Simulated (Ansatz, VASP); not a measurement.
One calculation of AlN, two programs

The input POSCAR:

```
AlN
1.0
    2.5854596279      0.0000000000      0.0000000000
    0.0000000000      2.5854596279      0.0000000000
    0.0000000000      0.0000000000      2.5854596279
Al N
1 1
Direct
    0.0000000000      0.0000000000      0.0000000000
    0.5000000000      0.5000000000      0.5000000000
```

Contents of INCAR.step1:

```
  PREC = Accurate
  ENCUT = 520
  EDIFF = 1E-5
  ISMEAR = -1
  SIGMA = 0.02
  LREAL = F
  LASPH = T
  NELM = 60
  ALGO = Normal
  ISIF = 2
  LWAVE = T
  LCHARG = F
  NBANDS = 11
  GGA = PE
```

INCAR.step2

```
  PREC = Accurate
  ENCUT = 520
  EDIFF = 1E-6
  ISMEAR = -1
  SIGMA = 0.02
  LREAL = F
  LASPH = T
  NELM = 60
  ALGO = Normal
  ISIF = 2
  LWAVE = F
  LCHARG = F
  GGA = PE
  LHFCALC = T
  AEXX = 0.4
  PRECFOCK = Normal
  NBANDS = 11
  ISTART = 1
```

File KPOINTS:

```
Automatic mesh
0
Gamma
  4 4 4
```

Input for Ansatz:

```yaml
crystal:
  lattice:
    - [2.5854596279, 0.0, 0.0]
    - [0.0, 2.5854596279, 0.0]
    - [0.0, 0.0, 2.5854596279]
  atoms:
    - { symbol: Al, position: [0.0, 0.0, 0.0] }
    - { symbol: "N", position: [0.5, 0.5, 0.5] }
kpoints:
  mp_grid: { grid: [4, 4, 4] }
hamiltonian:
  xc: { exchange: pbe, correlation: pbe, exx: { coeff: 0.4 } }
scf:
  occupations: { method: fermi_dirac, width: 0.02 }
  n_extra_bands: 4
output:
  forces: true
  stress: true
  eigenvalues: true
```

Alike in both runs: task single point; functional PBE-based global hybrid; k mesh 4 × 4 × 4; occupations fermi-dirac, width 0.02 eV; no spin polarisation.

|  | VASP | Ansatz |
| --- | --- | --- |
| version | VASP 6.6.1 | Ansatz 0.2.0 |
| potentials or method | VASP PAW PBE potentials, release 64 (Al, N) | plane waves |
| plane-wave cutoff (eV) | 520 | 420 |
| valence electrons in the cell | 8 | 8 |

```csv
,VASP,Ansatz,Ansatz less VASP
gap on the k mesh at the Fermi level (eV),2.09,1.80,-0.287
pressure (GPa),-8.0,-8.1,-0.13
```

VASP's potentials were made for PBE, not for PBE-based global hybrid. One of these differences is far larger than is usual between the two programs; its cause wasn't traced. Ansatz's warnings: stress exchange threshold loose, stress scf threshold loose.

The k mesh is coarse, so the values compare programs but aren't converged.
